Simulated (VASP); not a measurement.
# HC12 (a cell with a defect) in VASP: notebook

HC12 (a cell with a defect) is run at these levels: LDA; tasks: single point.

All numbers are computed with VASP 6.6.1; they aren't measurements. Logs are shortened: lines on timing, memory, paths and dates and some standing lists are left out, and cuts for length are marked.

### Step 1. The cell of the first run

The cell holds a defect, 13 atoms: a = 4.325 Å, b = 4.325 Å, c = 4.325 Å, α = 80.41°, β = 70.53°, γ = 60.00°.

### Step 2. Single point, LDA

The input, INCAR:

```
ALGO     = Normal         # electronic algorithm
EDIFF    = 1E-7           # SCF threshold, eV
ENCUT    = 520            # plane-wave cutoff, eV
ISIF     = 2              # what is computed and relaxed
ISMEAR   = 0              # smearing method
LASPH    = T              # aspherical terms in the spheres
LCHARG   = F              # write CHGCAR
LREAL    = F              # projectors in reciprocal space
LWAVE    = F              # write WAVECAR
NBANDS   = 36             # bands
NELECT   = 48.0         
NELM     = 80             # most SCF steps
PREC     = Accurate       # precision mode
SIGMA    = 0.05           # smearing width, eV
```

The input, KPOINTS:

```
k-points
0
Gamma
  6 6 6
```

The input, POSCAR:

```
HC12
1.0
    1.7657489870     -3.5314979740     -1.7657489870
    3.5314979740     -1.7657489870      1.7657489870
   -1.7657489870     -3.5314979740      1.7657489870
C H
12 1
Direct
    0.2500000000      1.0000000000      0.2500000000
    0.0833333333      0.3333333333      0.7500000000
    0.9166666667      0.6666666667      0.2500000000
    0.7500000000      1.0000000000      0.7500000000
    0.5833333333      0.3333333333      0.2500000000
    0.4166666667      0.6666666667      0.7500000000
    0.9583333333      0.3333333333      0.1250000000
    0.7916666667      0.6666666667      0.6250000000
    0.6250000000      1.0000000000      0.1250000000
    0.4583333333      0.3333333333      0.6250000000
    0.2916666667      0.6666666667      0.1250000000
    0.1250000000      1.0000000000      0.6250000000
    1.1111111111      0.3611111111      0.2500000000
```

Potentials or basis: VASP PAW LDA potentials, release 64 (C, H).

Command:

```bash
> cat potpaw_LDA.64/C/POTCAR potpaw_LDA.64/H/POTCAR > POTCAR
> mpirun -np 1 vasp_std > vasp.out
```

OUTCAR:

```text
EDIFF = 1E-7
   ENCUT = 520
   ISIF = 2
   ISMEAR = 0
   LASPH = T
   LREAL = F
   NELECT = 48.0
   NELM = 80
   PREC = Accurate

 ion  position               nearest neighbor table
   1  0.250  0.000  0.250-  13 1.36  11 1.53   7 1.53  12 1.53   9 1.53
   2  0.083  0.333  0.750-  12 1.53   8 1.53  10 1.53   7 1.53
   3  0.917  0.667  0.250-  13 1.16   9 1.53  11 1.53   8 1.53   7 1.53
   4  0.750  0.000  0.750-   8 1.53   9 1.53  10 1.53  12 1.53
   5  0.583  0.333  0.250-   9 1.53   7 1.53  10 1.53  11 1.53
   6  0.417  0.667  0.750-   8 1.53  11 1.53  12 1.53  10 1.53
   7  0.958  0.333  0.125-  13 1.04   2 1.53   5 1.53   1 1.53   3 1.53
   8  0.792  0.667  0.625-   4 1.53   3 1.53   2 1.53   6 1.53
   9  0.625  0.000  0.125-   5 1.53   3 1.53   4 1.53   1 1.53
  10  0.458  0.333  0.625-   2 1.53   4 1.53   5 1.53   6 1.53
  11  0.292  0.667  0.125-   1 1.53   3 1.53   5 1.53   6 1.53
  12  0.125  0.000  0.625-   2 1.53   1 1.53   4 1.53   6 1.53
  13  0.111  0.361  0.250-   7 1.04   3 1.16   1 1.36

  LATTYP: Found a base centered monoclinic cell.
 ALAT       =     4.3251840320
 B/A-ratio  =     1.7320508076
 C/A-ratio  =     1.0000000000
 COS(beta)  =    -0.3333333333

  Lattice vectors:

 A1 = (   1.7657489870,   1.7657489870,   3.5314979740)
 A2 = (  -3.5314979740,   1.7657489870,  -1.7657489870)
 A3 = (  -1.7657489870,  -3.5314979740,   1.7657489870)

Analysis of symmetry for initial positions (statically):
=====================================================================
 Subroutine PRICEL returns:
 Original cell was already a primitive cell.

 Routine SETGRP: Setting up the symmetry group for a
 base centered monoclinic supercell.

 Subroutine GETGRP returns: Found  1 space group operations
 (whereof  1 operations were pure point group operations)
 out of a pool of  4 trial point group operations.

The static configuration has the point symmetry C_1 .

Analysis of symmetry for dynamics (positions and initial velocities):
=====================================================================
 Subroutine PRICEL returns:
 Original cell was already a primitive cell.

 Routine SETGRP: Setting up the symmetry group for a
 base centered monoclinic supercell.

 Subroutine GETGRP returns: Found  1 space group operations
 (whereof  1 operations were pure point group operations)
 out of a pool of  4 trial point group operations.

The dynamic configuration has the point symmetry C_1 .

 Subroutine INISYM returns: Found  1 space group operations
 (whereof  1 operations are pure point group operations),
 and found     1 'primitive' translations

----------------------------------------------------------------------------------------

                                     Primitive cell

  volume of cell :      66.0645

  direct lattice vectors                    reciprocal lattice vectors
     1.765748987 -3.531497974 -1.765748987     0.047194326 -0.141582978 -0.235971630
     3.531497974 -1.765748987  1.765748987     0.188777304  0.000000000  0.188777304
    -1.765748987 -3.531497974  1.765748987    -0.141582978 -0.141582978  0.141582978

  length of vectors
     4.325184032  4.325184032  4.325184032     0.279205398  0.266971424  0.245228911

  position of ions in fractional coordinates (direct lattice)
     0.250000000  0.000000000  0.250000000
     0.083333333  0.333333333  0.750000000
     0.916666667  0.666666667  0.250000000
     0.750000000  0.000000000  0.750000000
     0.583333333  0.333333333  0.250000000
     0.416666667  0.666666667  0.750000000
     0.958333333  0.333333333  0.125000000
     0.791666667  0.666666667  0.625000000
     0.625000000  0.000000000  0.125000000
     0.458333333  0.333333333  0.625000000
     0.291666667  0.666666667  0.125000000
     0.125000000  0.000000000  0.625000000
     0.111111111  0.361111111  0.250000000

  ion indices of the primitive-cell ions
   primitive index   ion index
                 1           1
                 2           2
                 3           3
                 4           4
                 5           5
                 6           6
                 7           7
                 8           8
                 9           9
                10          10
                11          11
                12          12
                13          13

----------------------------------------------------------------------------------------

 KPOINTS: k-points

Automatic generation of k-mesh.
 Grid dimensions read from file:
 generate k-points for:    6    6    6

 Generating k-lattice:

  Cartesian coordinates                     Fractional coordinates (reciprocal lattice)
     0.007865721 -0.023597163 -0.039328605     0.166666667 -0.000000000 -0.000000000
     0.031462884  0.000000000  0.031462884     0.000000000  0.166666667  0.000000000
    -0.023597163 -0.023597163  0.023597163     0.000000000  0.000000000  0.166666667

  Length of vectors
     0.046534233  0.044495237  0.040871485

  Shift w.r.t. Gamma in fractional coordinates (k-lattice)
     0.000000000  0.000000000  0.000000000

 Subroutine IBZKPT returns following result:
 ===========================================

 Found    112 irreducible k-points:

 Following reciprocal coordinates:
            Coordinates               Weight
  0.000000  0.000000  0.000000      1.000000
  0.166667  0.000000  0.000000      2.000000
 -0.166667 -0.166667 -0.000000      2.000000
  0.333333 -0.000000  0.000000      2.000000
 -0.333333 -0.333333 -0.000000      2.000000
  0.500000 -0.000000  0.000000      1.000000
[... 16 lines left out ...]
 -0.166667 -0.166667 -0.166667      2.000000
  0.333333 -0.000000  0.166667      2.000000
 [... further k-points ...]
   k-points           NKPTS =    112   k-points in BZ     NKDIM =    112   number of bands    NBANDS=     36
   number of dos      NEDOS =    301   number of ions     NIONS =     13
   total plane-waves  NPLWV =  32768
   dimension x,y,z NGX =    32 NGY =   32 NGZ =   32
   dimension x,y,z NGXF=    64 NGYF=   64 NGZF=   64
   ions per type =              12   1
   NGX,Y,Z   is equivalent  to a cutoff of  12.30, 12.30, 12.30 a.u.
   NGXF,Y,Z  is equivalent  to a cutoff of  24.60, 24.60, 24.60 a.u.
 SYSTEM =  unknown system
   PREC   = accura    normal or accurate (medium, high low for compatibility)
   ISTART =      0    job   : 0-new  1-cont  2-samecut
   ICHARG =      2    charge: 1-file 2-atom 10-const
   ISPIN  =      1    spin polarized calculation?
   LNONCOLLINEAR =      F non collinear calculations
   LSORBIT =      F    spin-orbit coupling
   LASPH  =      T    aspherical Exc in radial PAW
   ENCUT  =  520.0 eV  38.22 Ry    6.18 a.u.   8.04  8.04  8.04*2*pi/ulx,y,z
   NELM   =     80;   NELMIN=  2; NELMDL= -5     # of ELM steps
   EDIFF  = 0.1E-06   stopping-criterion for ELM
   LREAL  =      F    real-space projection
   EDIFFG = 0.1E-05   stopping-criterion for IOM
   NSW    =      0    number of steps for IOM
   IBRION =     -1    ionic relax: 0-MD 1-quasi-New 2-CG
   NFREE  =      0    steps in history (QN), initial steepest desc. (CG)
   ISIF   =      2    stress and relaxation
   ISYM   =      2    0-nonsym 1-usesym 2-fastsym
   POTIM  = 0.5000    time-step for ionic-motion
   TEBEG  =    0.0;   TEEND  =   0.0 temperature during run
   PSTRESS=    0.0 pullay stress
   NELECT =      48.0000    total number of electrons
   NUPDOWN=      -1.0000    fix difference up-down
   EMIN   =  10.00;   EMAX   =-10.00  energy-range for DOS
   EFERMI =   0.00;   METHOD = LEGACY
   ISMEAR =     0;   SIGMA  =   0.05  broadening in eV -4-tet -1-fermi 0-gaus
   EFERMI_NEDOS =   21; number of points for ismear=-14 and -15
   IALGO  =     38    algorithm
   IMIX   =      4    mixing-type and parameters
     AMIX     =   0.40;   BMIX     =  1.00
     AMIX_MAG =   1.60;   BMIX_MAG =  1.00
  volume/ion in A,a.u.               =       5.08        34.29
  Fermi-wavevector in a.u.,A,eV,Ry     =   1.471745  2.781195 29.470667  2.166033
  Thomas-Fermi vector in A             =   2.586844
   LORBIT       =      0    0 simple, 1 ext, 2 COOP (PROOUT), +10 PAW based schemes
   GGA     = CA    functional components
   LHFCALC =     F    Hartree Fock is set to
   AEXX    =    0.0000 exact exchange contribution
   IVDW    =     0    specifies the selected vdW correction
   LEPSILON=     F    determine dielectric tensor
   LRPA    =     F    only Hartree local field effects (RPA)
 non-spin polarized calculation
 Gauss-broadening in eV      SIGMA  =   0.05
  energy-cutoff  :      520.00
  volume of cell :       66.06
 maximum number of plane-waves:      1807
   NGX = 17   NGY = 17   NGZ = 17

 number of electron      47.9999999 magnetization

 Free energy of the ion-electron system (eV)
  ---------------------------------------------------
  ext. energy  EPLUGINS =         0.00000000
  ---------------------------------------------------
  free energy    TOTEN  =      -131.28538758 eV

  energy without entropy =     -131.28538758  energy(sigma->0) =     -131.28538758

 E-fermi :  10.5906     XC(G=0): -13.6486

 val. band max:       10.3718528434   @ k =   0.0000   0.0000   0.0000
 cond. band min:      13.3504876248   @ k =   0.3333  -0.3333   0.3333
 fundamental gap:      2.9786347814
 Fermi energy:        10.5906016919

 k-point     1 :       0.0000    0.0000    0.0000
  band No.  band energies     occupation
      1     -12.3066      2.00000
      2      -7.0898      2.00000
      3      -4.6420      2.00000
      4      -4.1925      2.00000
      5      -3.6099      2.00000
      6      -3.4027      2.00000
[... 28 lines left out ...]
     35      20.3581      0.00000
     36      20.6968      0.00000
[... 866 lines left out ...]
      6      -4.3542      2.00000
[... 28 lines left out ...]
     35      19.7088      0.00000
     36      20.3363      0.00000

 [... further k-points ...]

------------------------ aborting loop because EDIFF is reached ----------------------------------------

  FORCE on cell =-STRESS in cart. coord.  units (eV):
  Direction    XX          YY          ZZ          XY          YZ          ZX
  --------------------------------------------------------------------------------------
  -------------------------------------------------------------------------------------
  Total       -6.7040888     -4.9580987     -6.5435685     -1.1160470      0.0163830      3.0555042
  in kB     -162.5856444   -120.2423919   -158.6927527    -27.0660518      0.3973152     74.1012130
  external PRESSURE =    -147.1735963 kB  Pullay stress =       0.0000000 kB

 VOLUME and BASIS-vectors are now :
 -----------------------------------------------------------------------------
  energy-cutoff  :      520.00
  volume of cell :       66.06
      direct lattice vectors                 reciprocal lattice vectors
     1.765748987 -3.531497974 -1.765748987     0.047194326 -0.141582978 -0.235971630
     3.531497974 -1.765748987  1.765748987     0.188777304  0.000000000  0.188777304
    -1.765748987 -3.531497974  1.765748987    -0.141582978 -0.141582978  0.141582978

 POSITION                                       TOTAL-FORCE (eV/Angst)
 -----------------------------------------------------------------------------------
      0.00000     -1.76575      0.00000        -2.410557     -0.908379     -1.707799
     -0.00000     -3.53150      1.76575         0.408788     -0.276471     -0.279368
      3.53150     -5.29725     -0.00000         3.082802     -1.206471      4.055403
      0.00000     -5.29725      0.00000         0.209798      0.260022     -0.231933
      1.76575     -3.53150      0.00000        -0.367133     -1.087502      0.399251
      1.76575     -5.29725      1.76575         0.185376      0.333342     -0.184220
      2.64862     -4.41437     -0.88287        -1.066335      7.783337     -0.807899
      2.64862     -6.18012      0.88287        -0.458825     -0.475966      0.766540
      0.88287     -2.64862     -0.88287         0.342439      0.478809     -0.966391
      0.88287     -4.41437      0.88287        -0.143058     -0.260243      0.134341
      2.64862     -2.64862      0.88287         1.221729     -0.002587     -0.429182
     -0.88287     -2.64862      0.88287        -0.578900     -0.343815      0.386963
      1.03002     -1.91289      0.88287        -0.426124     -4.294077     -1.135707
 -----------------------------------------------------------------------------------
    total drift:                                0.000004      0.000054      0.000069

  FREE ENERGIE OF THE ION-ELECTRON SYSTEM (eV)
  ---------------------------------------------------
  free  energy   TOTEN  =      -131.2853875800 eV

  energy  without entropy=     -131.2853875800  energy(sigma->0) =     -131.28538758
```

Wall time 7.5 min (1 thread of AMD EPYC 7R13, shared host); peak memory 0.25 GiB.

What came out:

* Free energy: -131.2854 eV
* Largest force: 7.897 eV/Å

Forces in eV/Å, atoms in the order of the input:
```
C   -2.411 -0.908 -1.708
C    0.409 -0.276 -0.279
C    3.083 -1.206  4.055
C    0.210  0.260 -0.232
C   -0.367 -1.088  0.399
C    0.185  0.333 -0.184
C   -1.066  7.783 -0.808
C   -0.459 -0.476  0.767
C    0.342  0.479 -0.966
C   -0.143 -0.260  0.134
C    1.222 -0.003 -0.429
C   -0.579 -0.344  0.387
H   -0.426 -4.294 -1.136
```

Caveat: the cell carries a net charge on a neutralising background, which shifts energy and pressure; the cell is charged against a uniform background, so pressure and absolute levels hang on convention.

(Part 1 of 2 ends here.)
